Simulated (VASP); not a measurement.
# CO2 (P-3m1) in VASP: further runs

Runs on CO2. Level: PBE. Tasks: single point.

All numbers are computed with VASP 6.6.1; they aren't measurements. Logs are shortened: lines on timing, memory, paths and dates and some standing lists are left out, and cuts for length are marked.

### 1 The cell of the first run

It takes space group P-3m1 (No. 164, trigonal). The conventional cell has a = 2.355 Å, b = 2.355 Å, c = 4.518 Å, α = 90.00°, β = 90.00°, γ = 120.00°. Within 2.2 Å of C (site symmetry -3m) lie 6 O at 1.62 Å. Within 2.4 Å of O (site symmetry 3m) lie 3 C at 1.62 Å and 9 O at 2.22 to 2.36 Å.

### 2 Single point, PBE

File INCAR:

```
  PREC = Accurate
  ENCUT = 520
  EDIFF = 1E-7
  ISMEAR = 1
  SIGMA = 0.01
  LREAL = False
  LASPH = True
  NELM = 100
  ALGO = Normal
  ISIF = 2
  LWAVE = False
  LCHARG = True
  GGA = PE
  LELF = True
  LVHAR = True
  NBANDS = 15
```

File KPOINTS:

```
regular mesh
0
Gamma
  9 9 5
```

File POSCAR:

```
CO2
1.0
    2.3551369445      0.0000000000      0.0000000000
   -1.1775684722      2.0396084233      0.0000000000
    0.0000000000      0.0000000000      4.5178822654
C O
1 2
Direct
    0.0000000000      0.0000000000      0.0000000000
    0.3333333333      0.6666666667      0.1944033118
    0.6666666667      0.3333333333      0.8055966882
```

Potentials or basis: VASP PAW PBE potentials, release 64 (C, O).

The run is started by

```sh
$ cat potpaw_PBE.64/C/POTCAR potpaw_PBE.64/O/POTCAR > POTCAR
$ mpirun -np 1 vasp_std > vasp.out
```

OUTCAR:

```text
PREC = Accurate
   ENCUT = 520
   EDIFF = 1E-7
   ISMEAR = 1
   LREAL = False
   LASPH = True
   NELM = 100
   ISIF = 2
   GGA = PE

 ion  position               nearest neighbor table
   1  0.000  0.000  0.000-   2 1.62   3 1.62   2 1.62   3 1.62   3 1.62   2 1.62
   2  0.333  0.667  0.194-   1 1.62   1 1.62   1 1.62
   3  0.667  0.333  0.806-   1 1.62   1 1.62   1 1.62

  LATTYP: Found a hexagonal cell.
 ALAT       =     2.3551369445
 C/A-ratio  =     1.9183097934

  Lattice vectors:

 A1 = (   2.3551369445,   0.0000000000,   0.0000000000)
 A2 = (  -1.1775684722,   2.0396084233,   0.0000000000)
 A3 = (   0.0000000000,   0.0000000000,   4.5178822654)

Analysis of symmetry for initial positions (statically):
=====================================================================
 Subroutine PRICEL returns:
 Original cell was already a primitive cell.

 Routine SETGRP: Setting up the symmetry group for a
 hexagonal supercell.

 Subroutine GETGRP returns: Found 12 space group operations
 (whereof 12 operations were pure point group operations)
 out of a pool of 24 trial point group operations.

The static configuration has the point symmetry D_3d.

Analysis of symmetry for dynamics (positions and initial velocities):
=====================================================================
 Subroutine PRICEL returns:
 Original cell was already a primitive cell.

 Routine SETGRP: Setting up the symmetry group for a
 hexagonal supercell.

 Subroutine GETGRP returns: Found 12 space group operations
 (whereof 12 operations were pure point group operations)
 out of a pool of 24 trial point group operations.

The dynamic configuration has the point symmetry D_3d.

 Subroutine INISYM returns: Found 12 space group operations
 (whereof 12 operations are pure point group operations),
 and found     1 'primitive' translations

----------------------------------------------------------------------------------------

                                     Primitive cell

  volume of cell :      21.7019

  direct lattice vectors                    reciprocal lattice vectors
     2.355136944  0.000000000  0.000000000     0.424603759  0.245145095  0.000000000
    -1.177568472  2.039608423  0.000000000     0.000000000  0.490290189  0.000000000
     0.000000000  0.000000000  4.517882265     0.000000000  0.000000000  0.221342643

  length of vectors
     2.355136944  2.355136944  4.517882265     0.490290189  0.490290189  0.221342643

  position of ions in fractional coordinates (direct lattice)
[... 95 lines left out ...]
   EFERMI =   0.00;   METHOD = LEGACY
   ISMEAR =     1;   SIGMA  =   0.01  broadening in eV -4-tet -1-fermi 0-gaus
   EFERMI_NEDOS =   21; number of points for ismear=-14 and -15
   IALGO  =     38    algorithm
   IMIX   =      4    mixing-type and parameters
     AMIX     =   0.40;   BMIX     =  1.00
     AMIX_MAG =   1.60;   BMIX_MAG =  1.00
  volume/ion in A,a.u.               =       7.23        48.82
  Fermi-wavevector in a.u.,A,eV,Ry     =   1.478934  2.794780 29.759296  2.187247
  Thomas-Fermi vector in A             =   2.593154
   LORBIT       =      0    0 simple, 1 ext, 2 COOP (PROOUT), +10 PAW based schemes
   GGA     = PE    functional components
   LHFCALC =     F    Hartree Fock is set to
   AEXX    =    0.0000 exact exchange contribution
   IVDW    =     0    specifies the selected vdW correction
   LEPSILON=     F    determine dielectric tensor
   LRPA    =     F    only Hartree local field effects (RPA)
 non-spin polarized calculation
 Methfessel and Paxton  Order N= 1 SIGMA  =   0.01
  energy-cutoff  :      520.00
  volume of cell :       21.70
 maximum number of plane-waves:       623
 NGX is ok and might be reduce to    18
   NGX =  9   NGY =  9   NGZ = 17

 number of electron      15.9999996 magnetization

 Free energy of the ion-electron system (eV)
  ---------------------------------------------------
  ext. energy  EPLUGINS =         0.00000000
  ---------------------------------------------------
  free energy    TOTEN  =       -17.80953172 eV

  energy without entropy =      -17.80953172  energy(sigma->0) =      -17.80953172

 E-fermi :   3.3755     XC(G=0): -11.6174

 val. band max:        3.3192978754   @ k =   0.2222   0.2222   0.0000
 cond. band min:       8.0123339661   @ k =   0.4444   0.0000   0.2000
 fundamental gap:      4.6930360907
 Fermi energy:         3.3755435715

 k-point     1 :       0.0000    0.0000    0.0000
  band No.  band energies     occupation
      1     -21.3024      2.00000
      2     -15.7840      2.00000
      3      -3.9479      2.00000
      4       1.5865      2.00000
      5       1.5865      2.00000
      6       2.7994      2.00000
      7       2.7994      2.00000
      8       2.8481      2.00000
      9       9.4413      0.00000
     10       9.5528      0.00000
     11      10.4689      0.00000
     12      10.4689      0.00000
     13      17.0318      0.00000
     14      27.0181      0.00000
[... 401 lines left out ...]
      2     -14.4797      2.00000
      3      -5.2869      2.00000
      4      -3.4734      2.00000
      5      -2.0995      2.00000
      6       0.2934      2.00000
      7       1.9882      2.00000
      8       3.1216      2.00000
      9       9.4221      0.00000
     10      11.6559      0.00000
     11      12.4306      0.00000
     12      13.8040      0.00000
     13      18.3307      0.00000
     14      22.8223      0.00000
     15      24.9274      0.00000

 [... further k-points ...]

------------------------ aborting loop because EDIFF is reached ----------------------------------------

  FORCE on cell =-STRESS in cart. coord.  units (eV):
  Direction    XX          YY          ZZ          XY          YZ          ZX
  --------------------------------------------------------------------------------------
  -------------------------------------------------------------------------------------
  Total        0.8465043      0.8465043      0.6948901      0.0000000     -0.0000000      0.0000000
  in kB       62.4945113     62.4945113     51.3013581      0.0000000     -0.0000000      0.0000000
  external PRESSURE =      58.7634602 kB  Pullay stress =       0.0000000 kB

 VOLUME and BASIS-vectors are now :
 -----------------------------------------------------------------------------
  energy-cutoff  :      520.00
  volume of cell :       21.70
      direct lattice vectors                 reciprocal lattice vectors
     2.355136944  0.000000000  0.000000000     0.424603759  0.245145095  0.000000000
    -1.177568472  2.039608423  0.000000000     0.000000000  0.490290189  0.000000000
     0.000000000  0.000000000  4.517882265     0.000000000  0.000000000  0.221342643

 POSITION                                       TOTAL-FORCE (eV/Angst)
 -----------------------------------------------------------------------------------
      0.00000      0.00000      0.00000        -0.000000      0.000000      0.000000
     -0.00000      1.35974      0.87829         0.000000      0.000000      0.041148
      1.17757      0.67987      3.63959        -0.000000      0.000000     -0.041148
 -----------------------------------------------------------------------------------
    total drift:                               -0.000000      0.000000      0.000000

  FREE ENERGIE OF THE ION-ELECTRON SYSTEM (eV)
  ---------------------------------------------------
  free  energy   TOTEN  =       -17.8095317221 eV

  energy  without entropy=      -17.8095317221  energy(sigma->0) =      -17.80953172
```

stdout:

```text
POSCAR found type information on POSCAR C O
 POSCAR found :  2 types and       3 ions
 scaLAPACK will be used
 LDA part: xc-table for (Slater+PW92), standard interpolation
 POSCAR, INCAR and KPOINTS ok, starting setup
 FFT: planning ... GRIDC
 FFT: planning ... GRID_SOFT
 FFT: planning ... GRID
 WAVECAR not read
 entering main loop
```

Run time: 21 s. Hardware: 1 thread of Intel Xeon 8259CL, shared host; peak memory 0.13 GiB.

What came out:

```
Free energy            : -17.8095 eV
Pressure               : 5.9 GPa
Largest force          : 0.041 eV/Å
Band gap on the k mesh : 4.69 eV (least direct gap 5.12 eV)
```

Forces in eV/Å, atoms in the order of the input:
```
C    0.000  0.000  0.000
O    0.000  0.000  0.041
O    0.000  0.000 -0.041
```

Caveat: the cell stands under pressure; an odd mesh through Γ misses points on the zone boundary, where band edges can lie.

### 3 Single point, PBE

This run uses another cell than the first one, of 8.94 Å³/atom.

File INCAR:

```
SYSTEM = CO2
PREC = Accurate ; ENCUT = 520
EDIFF = 1E-7 ; ISMEAR = 1
SIGMA = 0.01 ; LREAL = .FALSE.
LASPH = .TRUE. ; NELM = 100
ALGO = Normal ; ISIF = 2
LWAVE = .FALSE. ; LCHARG = .TRUE.
GGA = PE ; LELF = .TRUE.
LVHAR = .TRUE. ; NBANDS = 15
```

File KPOINTS:

```
Automatic mesh
0
G
  9 9 5
  0 0 0
```

File POSCAR:

```
CO2
1.0
    2.3684923205      0.0000000000      0.0000000000
   -1.1842461603      2.0511745182      0.0000000000
    0.0000000000      0.0000000000      5.5188866101
C O
1 2
Direct
    0.0000000000      0.0000000000      0.0000000000
    0.3333333333      0.6666666667      0.1595191255
    0.6666666667      0.3333333333      0.8404808745
```

Potentials or basis: VASP PAW PBE potentials, release 64 (C, O).

The run is started by

```sh
$ cat potpaw_PBE.64/C/POTCAR potpaw_PBE.64/O/POTCAR > POTCAR
$ mpirun -np 1 vasp_std > vasp.out
```

Wall time 34 s (1 thread of Intel Xeon 8259CL, shared host); peak memory 0.14 GiB.

It converged, with:

* Free energy: -17.8587 eV
* Pressure: 0.7 GPa
* Largest force: 0.040 eV/Å
* Band gap on the k mesh: 4.67 eV (least direct gap 5.05 eV)

Forces on the atoms (eV/Å):
```
C    0.000  0.000  0.000
O    0.000  0.000  0.040
O    0.000  0.000 -0.040
```

Stress tensor (GPa, compression positive):
```
0.94 0.00 0.00
0.00 0.94 0.00
0.00 0.00 0.08
```

Levels at points of the mesh, in eV from the valence-band top:
| k point | band 5 | band 6 | band 7 | band 8 | band 9 | band 10 | band 11 | band 12 |
| --- | --- | --- | --- | --- | --- | --- | --- | --- |
| (0.00, 0.00, 0.00) | -1.66 | -0.97 | -0.45 | -0.45 | 5.95 | 6.15 | 7.13 | 7.13 |

Caveat: an odd mesh through Γ misses points on the zone boundary, where band edges can lie; this functional lacks dispersion, which binds the layers, so the pressure and a relaxed spacing across them are unreliable.
